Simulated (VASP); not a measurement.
A run of VASP 6.6.1 is set up as follows.

File INCAR:

```
SYSTEM = BN
  PREC = Accurate
  ENCUT = 520
  EDIFF = 1E-7
  ISMEAR = 0
  SIGMA = 0.05
  LREAL = .False.
  LASPH = .True.
  NELM = 80
  ALGO = Normal
  ISIF = 2
  LWAVE = .False.
  LCHARG = .False.
  NBANDS = 16
```

The input KPOINTS:

```
regular mesh
0
Gamma
  12 12 4
  0 0 0
```

File POSCAR:

```
BN
1.0
    2.5039917043      0.0000000000      0.0000000000
   -1.2519958522      2.1685204268      0.0000000000
    0.0000000000      0.0000000000      6.6612000000
B N
2 2
Direct
    0.3199704088      0.6568843270      0.2500000000
    0.6800295912      0.3431156730      0.7500000000
    0.3466834114      0.6764396021      0.7500000000
    0.6533165886      0.3235603979      0.2500000000
```

Potentials or basis: VASP PAW LDA potentials, release 64 (B, N).

Launch:

```sh
$ cat potpaw_LDA.64/B/POTCAR potpaw_LDA.64/N/POTCAR > POTCAR
$ mpirun -np 1 vasp_std > vasp.out
```

Q: What does it give for the band gap on the k mesh?

A: 3.96 eV, indirect (least direct gap 4.37 eV).

Q: What does it give for the pressure?

A: -4.2 GPa.

Forces on the atoms (eV/Å):
```
B    0.002  0.002  0.000
B   -0.002 -0.002  0.000
N   -0.002 -0.002  0.000
N    0.002  0.002  0.000
```

Caveat: the cell differs from its parent crystal (mode 4 (44.4 1/cm) frozen in, largest displacement -0.030 Å). A k mesh can miss the band edges.
